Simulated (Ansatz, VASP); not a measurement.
## Li in VASP and in Ansatz

```
Li
1.0
     4.11177    0.00000    0.00000
     0.00000    4.11177    0.00000
     0.00000    0.00000    4.11177
Li
3
Direct
  0.00000 0.50000 0.50000
  0.50000 0.00000 0.50000
  0.50000 0.50000 0.00000
```

Alike in both runs: task relaxation of cell and atoms; functional PBE; k mesh 12 × 12 × 12; occupations gaussian, width 0.1 eV; no spin polarisation.

|  | VASP | Ansatz |
| --- | --- | --- |
| version | VASP 6.6.1 | Ansatz 0.2.0 |
| potentials or method | VASP PAW PBE potentials, release 64 (Li_sv), cutoff 600 eV | scalar-relativistic, plane waves, PAW |
| valence electrons in the cell | 9 | 9 |

VASP gave:

```
gap on the k mesh at the Fermi level, each at its own relaxed structure (eV) : none
relaxed volume (Å³/atom)                                                     : 23.17
relaxed length of the cell vector where the two differ most in proportion (Å)              : 4.112
```

Task: Estimate Ansatz's values.

Result: gap on the k mesh at the Fermi level, each at its own relaxed structure (eV): none; relaxed volume (Å³/atom): 23.28; relaxed length of the cell vector where the two differ most in proportion (Å): 4.118.

A gap of «none» marks a metal or a gap that the smearing closes.

Noted on VASP's run: the cutoff is under 1.25 times that of the potentials, so the pressure is a little rough; the relaxation stopped at its first step, so nothing moved.
